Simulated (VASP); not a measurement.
# CuI (anti NiAs type) (P6_3/mmc) in VASP: further runs

Runs on CuI (anti NiAs type). Level: LDA. Tasks: relaxation of cell and atoms, single point.

Program: VASP 6.6.1. These are calculated values, not measurements. Logs are shortened: lines on timing, memory, paths and dates and some standing lists are left out, and cuts for length are marked.

### 1 The cell of the first run

It takes space group P6_3/mmc (No. 194, hexagonal). Conventional cell: a = 3.985 Å, b = 3.985 Å, c = 6.178 Å, α = 90.00°, β = 90.00°, γ = 120.00°. Within 3.7 Å of I (site symmetry -3m) lie 6 Cu at 2.77 Å and 2 I at 3.09 Å. Within 3.7 Å of Cu (site symmetry -6m2) lie 6 I at 2.77 Å.

### 2 Relaxation of cell and atoms, LDA, target pressure -0.65 GPa, at which the enthalpy is minimised

INCAR

```
SYSTEM = CuI
PREC = Accurate
ENCUT = 600
EDIFF = 1E-7
ISMEAR = -1
SIGMA = 0.08
LREAL = .FALSE.
LASPH = .TRUE.
NELM = 80
ALGO = Normal
ISIF = 3
LWAVE = .FALSE.
LCHARG = .FALSE.
IBRION = 2
NSW = 60
EDIFFG = -0.005
PSTRESS = -6.5
```

KPOINTS

```
Automatic mesh
0
G
  10 10 6
  0 0 0
```

POSCAR

```
CuI
1.0
    3.9854885688      0.0000000000      0.0000000000
   -1.9927442844      3.4515343471      0.0000000000
    0.0000000000      0.0000000000      6.1775072817
I Cu
2 2
Direct
    0.0000000000      0.0000000000      0.0000000000
    0.0000000000      0.0000000000      0.5000000000
    0.3333333333      0.6666666667      0.2500000000
    0.6666666667      0.3333333333      0.7500000000
```

Potentials or basis: VASP PAW LDA potentials, release 64 (I, Cu).

Run with:

```
$ cat potpaw_LDA.64/I/POTCAR potpaw_LDA.64/Cu/POTCAR > POTCAR
$ mpirun -np 1 vasp_std > vasp.out
```

OUTCAR:

```text
SYSTEM = CuI
   PREC = Accurate
   ENCUT = 600
   EDIFF = 1E-7
   ISMEAR = -1
   LREAL = .FALSE.
   LASPH = .TRUE.
   NELM = 80
   ISIF = 3
   IBRION = 2
   NSW = 60
   EDIFFG = -0.005
   PSTRESS = -6.5

 ion  position               nearest neighbor table
   1  0.000  0.000  0.000-   3 2.77   4 2.77   4 2.77   3 2.77   4 2.77   3 2.77   2 3.09   2 3.09

   2  0.000  0.000  0.500-   3 2.77   4 2.77   4 2.77   3 2.77   4 2.77   3 2.77   1 3.09   1 3.09

   3  0.333  0.667  0.250-   1 2.77   2 2.77   1 2.77   2 2.77   1 2.77   2 2.77
   4  0.667  0.333  0.750-   1 2.77   2 2.77   1 2.77   2 2.77   1 2.77   2 2.77

  LATTYP: Found a hexagonal cell.
 ALAT       =     3.9854885688
 C/A-ratio  =     1.5500000000

  Lattice vectors:

 A1 = (   3.9854885688,   0.0000000000,   0.0000000000)
 A2 = (  -1.9927442844,   3.4515343471,   0.0000000000)
 A3 = (   0.0000000000,   0.0000000000,   6.1775072817)

Analysis of symmetry for initial positions (statically):
=====================================================================
 Subroutine PRICEL returns:
 Original cell was already a primitive cell.

 Routine SETGRP: Setting up the symmetry group for a
 hexagonal supercell.

 Subroutine GETGRP returns: Found 24 space group operations
 (whereof 12 operations were pure point group operations)
 out of a pool of 24 trial point group operations.

The static configuration has the point symmetry D_3d.
 The point group associated with its full space group is D_6h.

Analysis of symmetry for dynamics (positions and initial velocities):
=====================================================================
 Subroutine PRICEL returns:
 Original cell was already a primitive cell.

 Routine SETGRP: Setting up the symmetry group for a
 hexagonal supercell.

 Subroutine GETGRP returns: Found 24 space group operations
 (whereof 12 operations were pure point group operations)
 out of a pool of 24 trial point group operations.

The dynamic configuration has the point symmetry D_3d.
 The point group associated with its full space group is D_6h.

 Subroutine INISYM returns: Found 24 space group operations
 (whereof 12 operations are pure point group operations),
 and found     1 'primitive' translations

----------------------------------------------------------------------------------------

[... 110 lines left out ...]
   EFERMI =   0.00;   METHOD = LEGACY
   ISMEAR =    -1;   SIGMA  =   0.08  broadening in eV -4-tet -1-fermi 0-gaus
   EFERMI_NEDOS =   21; number of points for ismear=-14 and -15
   IALGO  =     38    algorithm
   IMIX   =      4    mixing-type and parameters
     AMIX     =   0.40;   BMIX     =  1.00
     AMIX_MAG =   1.60;   BMIX_MAG =  1.00
  volume/ion in A,a.u.               =      21.24       143.37
  Fermi-wavevector in a.u.,A,eV,Ry     =   1.229532  2.323479 20.568607  1.511750
  Thomas-Fermi vector in A             =   2.364416
   LORBIT       =      0    0 simple, 1 ext, 2 COOP (PROOUT), +10 PAW based schemes
   GGA     = CA    functional components
   LHFCALC =     F    Hartree Fock is set to
   AEXX    =    0.0000 exact exchange contribution
   IVDW    =     0    specifies the selected vdW correction
   LEPSILON=     F    determine dielectric tensor
   LRPA    =     F    only Hartree local field effects (RPA)
 conjugate gradient relaxation of ions
 non-spin polarized calculation
  energy-cutoff  :      600.00
  volume of cell :       84.98
 maximum number of plane-waves:      2864
 NGX is ok and might be reduce to    32
   NGX = 15   NGY = 15   NGZ = 25

--------------------------------------- Ionic step        1  -------------------------------------------

 number of electron      36.0000006 magnetization

 Free energy of the ion-electron system (eV)
  ---------------------------------------------------
  ext. energy  EPLUGINS =         0.00000000
  ---------------------------------------------------
  free energy    TOTEN  =       -11.62105766 eV

  energy without entropy =      -11.58827106  energy(sigma->0) =      -11.60466436

------------------------ aborting loop because EDIFF is reached ----------------------------------------

  FORCE on cell =-STRESS in cart. coord.  units (eV):
  Direction    XX          YY          ZZ          XY          YZ          ZX
  --------------------------------------------------------------------------------------
  -------------------------------------------------------------------------------------
  Total       -1.7099408     -1.7099408     11.1357806      0.0000000     -0.0000000     -0.0000000
  in kB      -32.2392277    -32.2392277    209.9540293      0.0000000     -0.0000000     -0.0000000
  external PRESSURE =      54.9918580 kB  Pullay stress =      -6.5000000 kB
[... 103 lines left out ...]
  energy  without entropy=      -12.3442071293  energy(sigma->0) =      -12.35777787

  enthalpy is  TOTEN    =       -12.7533231314 eV   P V=       -0.3819745281

[... ionic steps 4 to 7 ...]

--------------------------------------- Ionic step        8  -------------------------------------------

 number of electron      36.0000030 magnetization

------------------------ aborting loop because EDIFF is reached ----------------------------------------
[... 75 lines left out ...]
--------------------------------------- Ionic step       10  -------------------------------------------

 number of electron      36.0000029 magnetization

 Free energy of the ion-electron system (eV)
  ---------------------------------------------------
  ext. energy  EPLUGINS =         0.00000000
  ---------------------------------------------------
  free energy    TOTEN  =       -12.47801652 eV

  energy without entropy =      -12.44674180  energy(sigma->0) =      -12.46237916

 E-fermi :   6.7885     XC(G=0): -10.6138

 val. band max:        6.7750704083   @ k =   0.2000   0.2000   0.0000
 cond. band min:       6.9333566444   @ k =   0.5000   0.0000   0.3333
 fundamental gap:      0.1582862361
 Fermi energy:         6.7885346990

 k-point     1 :       0.0000    0.0000    0.0000
  band No.  band energies     occupation
      1      -7.9491      2.00000
      2      -6.9768      2.00000
      3      -0.4957      2.00000
      4       3.6176      2.00000
      5       3.6176      2.00000
      6       4.0481      2.00000
[... 589 lines left out ...]
     21      10.3233      0.00000
     22      11.0023      0.00000

 [... further k-points ...]

------------------------ aborting loop because EDIFF is reached ----------------------------------------

  FORCE on cell =-STRESS in cart. coord.  units (eV):
  Direction    XX          YY          ZZ          XY          YZ          ZX
  --------------------------------------------------------------------------------------
  -------------------------------------------------------------------------------------
  Total       -0.3545331     -0.3545331     -0.3551070     -0.0000000      0.0000000     -0.0000000
  in kB       -6.4559682     -6.4559682     -6.4664185     -0.0000000      0.0000000     -0.0000000
  external PRESSURE =       0.0405484 kB  Pullay stress =      -6.5000000 kB
[... 23 lines left out ...]
  energy  without entropy=      -12.4467418034  energy(sigma->0) =      -12.46237916

  enthalpy is  TOTEN    =       -12.8349676896 eV   P V=       -0.3569511680

 reached required accuracy - stopping structural energy minimisation
```

OSZICAR:

```text
N       E                     dE             d eps       ncg     rms          rms(c)
DAV:   1     0.277576282053E+03    0.27758E+03   -0.16841E+04  2464   0.217E+03
[... 106 lines left out ...]
DAV:   1    -0.124792274876E+02   -0.77112E-03   -0.22893E-02  2964   0.296E+00    0.281E-01
DAV:   2    -0.124785812331E+02    0.64625E-03   -0.13956E-02  2668   0.315E+00    0.139E-01
DAV:   3    -0.124780677263E+02    0.51351E-03   -0.32395E-03  2700   0.165E+00    0.562E-02
DAV:   4    -0.124780258975E+02    0.41829E-04   -0.16629E-04  3270   0.945E-02    0.250E-02
DAV:   5    -0.124780175699E+02    0.83276E-05   -0.25575E-05  3760   0.132E-01    0.155E-02
DAV:   6    -0.124780168036E+02    0.76631E-06   -0.43214E-06  3692   0.281E-02    0.611E-03
DAV:   7    -0.124780164940E+02    0.30958E-06   -0.85102E-07  2854   0.271E-02    0.119E-03
DAV:   8    -0.124780165217E+02   -0.27621E-07   -0.44094E-07  2462   0.469E-03
  10 F= -.12834968E+02 E0= -.12819330E+02  d E =-.425323E-04
```

Wall time 6.9 min (1 thread of Intel Xeon Platinum 8488C (Sapphire Rapids), shared host); peak memory 0.28 GiB.

Results:

```
Free energy                                                : -12.4780 eV
Relaxed volume                                             : 22.00 Å³/atom
Relaxed cell                                               : a = 3.781 Å, b = 3.781 Å, c = 7.107 Å, α = 90.00°, β = 90.00°, γ = 120.00°
Space group after relaxing (to 0.1 Å)                      : P6_3/mmc (No. 194)
Energy change on relaxing (the run minimises the enthalpy) : -214.2 meV/atom
Ionic steps                                                : 10
Pressure after relaxing                                    : -0.6 GPa
Band gap on the k mesh                                     : zero (bands 18 and 19 overlap by 0.45 eV)
```

Step by step:
```
step  energy change (eV)  largest force (eV/Å)  pressure (GPa)  volume (Å³)
   1              0.0000                0.0000            4.85        84.98
   2             -0.7500                0.0000           -3.21        93.58
   3             -0.7503                0.0000           -3.60        94.15
   4             -0.8500                0.0000           -1.23        89.10
   5             -0.8547                0.0000           -0.92        88.42
   6             -0.8556                0.0000           -0.84        88.21
   7             -0.8561                0.0000           -0.76        88.10
   8             -0.8574                0.0000           -0.58        87.87
   9             -0.8574                0.0000           -0.57        87.87
  10             -0.8570                0.0000           -0.65        87.98
```

Final structure:
```xyz
4
Lattice="3.7809 0.0000 0.0000 -1.8904 3.2743 0.0000 0.0000 0.0000 7.1071" Properties=species:S:1:pos:R:3 pbc="T T T"
I     0.0000    0.0000    0.0000
I     0.0000    0.0000    3.5536
Cu    0.0000    2.1829    1.7768
Cu    1.8904    1.0914    5.3303
```

Caveat: the cell is relaxed towards a set pressure, so the run minimises the enthalpy, not the energy; semilocal functionals underestimate gaps, and a narrow one can read as zero; a cell axis changed by over 15 % at a fixed basis, so the end point is rough; spin-orbit coupling is left out, which moves the levels of the heavy elements.

### 3 Single point, LDA

This run uses another cell than the first one, of 21.61 Å³/atom.

INCAR

```
SYSTEM = CuI
ALGO = Normal ; EDIFF = 1E-6
ENCUT = 520 ; ISIF = 2
ISMEAR = -1 ; LASPH = .True.
LCHARG = .False. ; LREAL = .False.
LWAVE = .False. ; NBANDS = 26
NELM = 60 ; PREC = Accurate
SIGMA = 0.08
```

KPOINTS

```
k-points
0
Gamma
  10 10 6
  0 0 0
```

POSCAR

```
CuI
1.0
    4.0691369593      0.0000000000      0.0000000000
   -2.0345684797      3.5239759783      0.0000000000
    0.0000000000      0.0000000000      6.0283674155
Cu I
2 2
Direct
    0.0000000000      0.0000000000      0.0000000000
    0.0000000000      0.0000000000      0.5000000000
    0.3333333333      0.6666666667      0.2500000000
    0.6666666667      0.3333333333      0.7500000000
```

Potentials or basis: VASP PAW LDA potentials, release 64 (Cu, I).

Run with:

```
$ cat potpaw_LDA.64/Cu/POTCAR potpaw_LDA.64/I/POTCAR > POTCAR
$ mpirun -np 1 vasp_std > vasp.out
```

Wall time 4.9 min (1 thread of AMD EPYC 7R13, shared host); peak memory 0.21 GiB.

It converged, with:

| Quantity | Value |
| --- | --- |
| Free energy | -13.1323 eV |
| Pressure | -0.5 GPa |
| Band gap on the k mesh | 0.48 eV (least direct gap 0.93 eV) |

Levels at points of the mesh, in eV from the valence-band top:
```csv
k point,band 15,band 16,band 17,band 18,band 19,band 20,band 21,band 22
"(0.00, 0.00, 0.00)",-1.48,-1.23,-0.17,-0.17,0.76,1.98,4.66,4.66
"(0.50, 0.00, 0.00)",-2.00,-1.82,-0.93,0.00,2.13,2.28,2.88,4.11
"(0.00, 0.00, 0.50)",-0.72,-0.72,-0.72,-0.72,2.51,2.51,4.81,4.81
"(0.50, 0.00, 0.50)",-1.35,-1.35,-1.03,-1.03,1.51,1.51,4.63,4.63
```

Caveat: semilocal functionals underestimate gaps, and a narrow one can read as zero; spin-orbit coupling is left out, which moves the levels of the heavy elements. A k mesh can miss the band edges.

### 4 Single point, LDA

This run uses another cell than the first one, of 21.61 Å³/atom.

INCAR

```
SYSTEM = CuI
PREC = Accurate
ENCUT = 520
EDIFF = 1E-6
ISMEAR = -1
SIGMA = 0.08
LREAL = .FALSE.
LASPH = .TRUE.
NELM = 100
ALGO = Normal
ISIF = 2
LWAVE = .FALSE.
LCHARG = .FALSE.
NBANDS = 26
```

KPOINTS

```
Automatic mesh
0
G
  10 10 6
  0 0 0
```

POSCAR: that of step 3 with these lines changed.

```diff
@@ -3,3 +3,3 @@
     4.0691369593      0.0000000000      0.0000000000
-   -2.0345684797      3.5239759783      0.0000000000
+   -2.0345684797      3.5239759782      0.0000000000
     0.0000000000      0.0000000000      6.0283674155
```

Run with:

```
$ cat potpaw_LDA.64/Cu/POTCAR potpaw_LDA.64/I/POTCAR > POTCAR
$ mpirun -np 1 vasp_std > vasp.out
```

Wall time 5.3 min (1 thread of AMD EPYC 7R13, shared host); peak memory 0.21 GiB.

Results (log left out):

* Free energy: -13.1323 eV
* Pressure: -0.5 GPa
* Band gap on the k mesh: 0.48 eV (least direct gap 0.93 eV)

Levels at points of the mesh, in eV from the valence-band top:
```
           k point  band 16  band 17  band 18  band 19  band 20  band 21
(0.00, 0.00, 0.00)    -1.23    -0.17    -0.17     0.76     1.98     4.66
(0.50, 0.00, 0.00)    -1.82    -0.93     0.00     2.13     2.28     2.88
(0.00, 0.00, 0.50)    -0.72    -0.72    -0.72     2.51     2.51     4.81
(0.50, 0.00, 0.50)    -1.35    -1.03    -1.03     1.51     1.51     4.63
```

Caveat: semilocal functionals underestimate gaps, and a narrow one can read as zero; spin-orbit coupling is left out, which moves the levels of the heavy elements. A k mesh can miss the band edges.

### 5 Single point, LDA

This run uses another cell than the first one, of 21.94 Å³/atom.

INCAR

```
ALGO = Normal ; EDIFF = 1E-7
ENCUT = 520 ; GGA = CA
ISIF = 2 ; ISMEAR = -1
LASPH = True ; LCHARG = False
LREAL = False ; LWAVE = False
NBANDS = 26 ; NELM = 80
PREC = Accurate ; SIGMA = 0.08
```

KPOINTS

```
k-points
0
Gamma
  10 10 6
```

POSCAR

```
CuI
1.0
    3.7770825492      0.0000000000      0.0000000000
   -1.8885412746      3.2710494398      0.0000000000
    0.0000000000      0.0000000000      7.1023831410
I Cu
2 2
Direct
    0.0000000000      0.0000000000      0.0000000000
    0.0000000000      0.0000000000      0.5000000000
    0.3333333333      0.6666666667      0.2500000000
    0.6666666667      0.3333333333      0.7500000000
```

Potentials or basis: VASP PAW LDA potentials, release 64 (I, Cu).

Run with:

```
$ cat potpaw_LDA.64/I/POTCAR potpaw_LDA.64/Cu/POTCAR > POTCAR
$ mpirun -np 1 vasp_std > vasp.out
```

Run time: 6 min. Hardware: 1 thread of AMD EPYC 7R13, shared host; peak memory 0.21 GiB.

Results (log left out):

```
Free energy            : -12.4794 eV
Pressure               : -0.5 GPa
Band gap on the k mesh : zero (bands 18 and 19 overlap by 0.45 eV)
```

Levels at points of the mesh, in eV from the Fermi level:
| k point | band 15 | band 16 | band 17 | band 18 | band 19 | band 20 | band 21 | band 22 |
| --- | --- | --- | --- | --- | --- | --- | --- | --- |
| (0.00, 0.00, 0.00) | -0.53 | -0.53 | -0.19 | -0.19 | 0.73 | 4.71 | 5.27 | 5.32 |
| (0.50, 0.00, 0.00) | -1.90 | -1.88 | -0.94 | -0.13 | 0.19 | 2.49 | 3.78 | 4.71 |
| (0.00, 0.00, 0.50) | -0.42 | -0.42 | -0.42 | -0.42 | 2.80 | 2.80 | 6.40 | 6.40 |
| (0.50, 0.00, 0.50) | -1.52 | -1.52 | -1.14 | -1.14 | 1.16 | 1.16 | 3.92 | 3.92 |

Caveat: semilocal functionals underestimate gaps, and a narrow one can read as zero; spin-orbit coupling is left out, which moves the levels of the heavy elements.

### 6 Summary

| task | potentials or basis | cell | cutoff (eV) | gap on the mesh (eV) | pressure (GPa) |
| --- | --- | --- | --- | --- | --- |
| relaxation of cell and atoms | VASP PAW LDA potentials, release 64 (I, Cu) | relaxed to -0.65 GPa from a = 3.985, b = 3.985, c = 6.178 Å, angles 90.0, 90.0, 120.0°, 4 atoms, atomic positions A | 600 | none | -0.6 |
| single point | VASP PAW LDA potentials, release 64 (Cu, I) | a = 4.069, b = 4.069, c = 6.028 Å, angles 90.0, 90.0, 120.0°, 4 atoms, atomic positions B | 520 | 0.48 | -0.5 |
| single point | VASP PAW LDA potentials, release 64 (I, Cu) | a = 3.777, b = 3.777, c = 7.102 Å, angles 90.0, 90.0, 120.0°, 4 atoms, atomic positions A | 520 | none | -0.5 |

Alike in all rows: level LDA; no spin polarisation; k mesh 10 × 10 × 6; smearing fermi-dirac 0.08 eV.

Caveats: semilocal functionals underestimate gaps, and a narrow one can read as zero; spin-orbit coupling is left out, which moves the levels of the heavy elements; the cell is relaxed towards a set pressure, so the run minimises the enthalpy, not the energy (at least some runs); a cell axis changed by over 15 % at a fixed basis, so the end point is rough (at least some runs).

Total energies depend on the potentials used, so only differences within one code and one set of settings carry meaning.

The gap in the log of VASP goes by the Fermi energy; the results here count the filled bands.